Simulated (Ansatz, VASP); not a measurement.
# KF in VASP and in Ansatz

INCAR

```
SYSTEM = KF
ALGO = Normal
EDIFF = 1E-6
ENCUT = 520
GGA = CA
ISIF = 2
ISMEAR = 0
LASPH = .True.
LCHARG = .False.
LREAL = .False.
LWAVE = .False.
NBANDS = 15
NELM = 60
PREC = Accurate
SIGMA = 0.05
```

The input KPOINTS:

```
k-points
0
Gamma
  8 8 8
  0 0 0
```

Contents of POSCAR:

```
KF
1.0
    0.0275851486      2.5817655761      2.5817655761
    2.5817655761      0.0275851486      2.5817655761
    2.5817655761      2.5817655761      0.0275851486
K F
1 1
Direct
    0.0000000000      0.0000000000      0.0000000000
    0.5000000000      0.5000000000      0.5000000000
```

Input for Ansatz:

```yaml
crystal:
  lattice:
    - [0.0275851486, 2.5817655761, 2.5817655761]
    - [2.5817655761, 0.0275851486, 2.5817655761]
    - [2.5817655761, 2.5817655761, 0.0275851486]
  atoms:
    - { symbol: K, position: [0.0, 0.0, 0.0] }
    - { symbol: F, position: [0.5, 0.5, 0.5] }
basis:
  ecutwfc: 520.0
kpoints:
  mp_grid: { grid: [8, 8, 8] }
hamiltonian:
  xc: lda
scf:
  occupations: { method: gaussian, width: 0.05 }
output:
  forces: true
  stress: true
  eigenvalues: true
```

Alike in both runs: task single point; functional LDA; k mesh 8 × 8 × 8; occupations gaussian, width 0.05 eV; no spin polarisation.

|  | VASP | Ansatz |
| --- | --- | --- |
| version | VASP 6.6.1 | Ansatz 0.2.0 |
| potentials or method | VASP PAW LDA potentials, release 64 (K_sv, F), cutoff 520 eV | scalar-relativistic, plane waves, PAW |
| valence electrons in the cell | 16 | 16 |

|  | VASP | Ansatz | Ansatz less VASP |
| --- | --- | --- | --- |
| gap on the k mesh at the Fermi level (eV) | 6.43 | 6.45 | +0.020 |
| least direct gap on the mesh (eV) | 6.43 | 6.45 | +0.020 |
| pressure (GPa) | 1.0 | 0.7 | -0.27 |
| traceless stress, the component that is largest in VASP (GPa) | -0.14 | -0.15 | -0.004 |

LDA's correlation is that of Perdew and Zunger in VASP and of Perdew and Wang (1992) in Ansatz.
